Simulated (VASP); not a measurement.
Write the native input for VASP 6.6.1 that does the following.

```
Task                   : single point
Functional             : PBE
Potentials or basis    : VASP PAW PBE potentials, release 64 (Sn_d, Br, Cl)
Cutoff                 : 520 eV
k mesh                 : 8 × 8 × 6
Occupations            : gaussian, width 0.1 eV
Spin                   : no spin polarisation
Dipole correction      : no
Further INCAR settings : ALGO = Normal; EDIFF = 1e-06; NBANDS = 34
```

The structure of SnBr4Cl lies in POSCAR:

```
SnBr4Cl
1.0
    5.4984935308      0.0000000000      0.0000000000
    0.0000000000      5.4984935308      0.0000000000
    0.0000000000      0.0000000000      8.4605377443
Sn Br Cl
1 4 1
Direct
    0.0000000000      0.0000000000      0.0000000000
    0.5000000000      0.0000000000      0.0000000000
    0.0000000000      0.5000000000      0.0000000000
    0.0000000000      0.0000000000      0.2973299538
    0.0000000000      0.0000000000      0.7026700462
    0.5000000000      0.5000000000      0.5000000000
```

The cell was generated, and may not be a known phase.

These files were run (other wordings do the same):

INCAR

```
  PREC = Accurate
  ENCUT = 520
  EDIFF = 1E-6
  ISMEAR = 0
  SIGMA = 0.1
  LREAL = F
  LASPH = T
  NELM = 80
  ALGO = Normal
  ISIF = 2
  LWAVE = F
  LCHARG = F
  GGA = PE
  NBANDS = 34
```

KPOINTS

```
Automatic mesh
0
Gamma
  8 8 6
```

Potentials or basis: VASP PAW PBE potentials, release 64 (Sn_d, Br, Cl).

Launch:

```bash
$ cat potpaw_PBE.64/Sn_d/POTCAR potpaw_PBE.64/Br/POTCAR potpaw_PBE.64/Cl/POTCAR > POTCAR
$ mpirun -np 1 vasp_std > vasp.out
```

It gave:

```json
{
  "Pressure": "0.0 GPa",
  "Band gap on the k mesh": "zero (an odd number of electrons rules out a gap without spin polarisation)"
}
```

Caveat: spin-orbit coupling is left out, which moves the levels of the heavy elements; an odd number of electrons without spin polarisation forces a metal; a magnetic or distorted state may lie lower.

Run time: 5.9 min on 1 thread of Intel(R) Xeon(R) 6975P-C (Granite Rapids) (shared host), peak memory 0.62 GiB.
